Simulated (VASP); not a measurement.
A run of VASP 6.6.1:

Contents of INCAR:

```
PREC = Accurate ; ENCUT = 520
EDIFF = 1E-6 ; ISMEAR = 0
SIGMA = 0.05 ; LREAL = False
LASPH = True ; NELM = 80
ALGO = Normal ; ISIF = 2
LWAVE = False ; LCHARG = False
GGA = PS ; NBANDS = 20
```

The input KPOINTS:

```
regular mesh
0
Gamma
  10 10 10
```

Contents of POSCAR:

```
Ta2Si
1.0
    0.0000000000      2.9945438870      2.9945438870
    2.9945438870      0.0000000000      2.9945438870
    2.9945438870      2.9945438870      0.0000000000
Ta Si
2 1
Direct
    0.2500000000      0.2500000000      0.2500000000
    0.7500000000      0.7500000000      0.7500000000
    0.0000000000      0.0000000000      0.0000000000
```

Potentials or basis: VASP PAW PBE potentials, release 64 (Ta_pv, Si).

Command:

```console
$ cat potpaw_PBE.64/Ta_pv/POTCAR potpaw_PBE.64/Si/POTCAR > POTCAR
$ mpirun -np 1 vasp_std > vasp.out
```

Hardware: 1 thread of Intel(R) Xeon(R) 6975P-C (Granite Rapids), with other jobs on the host.

Q: How long does it take, and how much memory?

A: Run time: 26 s on 1 thread of Intel(R) Xeon(R) 6975P-C (Granite Rapids), with other jobs on the host, peak memory 0.19 GiB. Counts: scf iterations 13, k points 47.
